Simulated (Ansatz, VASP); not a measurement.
## In: VASP beside Ansatz

```
In
1.0
    -1.73192    1.73192    1.80722
     1.73192   -1.73192    1.80722
     1.73192    1.73192   -1.80722
In
1
Cartesian
  0.0000 0.0000 0.0000
```

Change from the starting cell: strain -0.080 along x and y, -0.040 along z, atoms carried along.

Alike in both runs: task single point; functional PBE; k mesh 18 × 18 × 18; occupations gaussian, width 0.15 eV; no spin polarisation.

```csv
,VASP,Ansatz
version,VASP 6.6.1,Ansatz 0.2.0
potentials or method,"VASP PAW PBE potentials, release 64 (In_d), cutoff 520 eV","scalar-relativistic, plane waves, PAW"
valence electrons in the cell,13,13
```

|  | VASP | Ansatz | Ansatz less VASP |
| --- | --- | --- | --- |
| gap on the k mesh at the Fermi level (eV) | none | none | - |
| pressure (GPa) | 16.3 | 16.3 | -0.01 |
| traceless stress, the component that is largest in VASP (GPa) | 0.25 | 0.25 | -0.002 |

A gap of «none» marks a metal or a gap that the smearing closes. With one functional, cell and mesh, what is left measures potentials, basis and numerics.
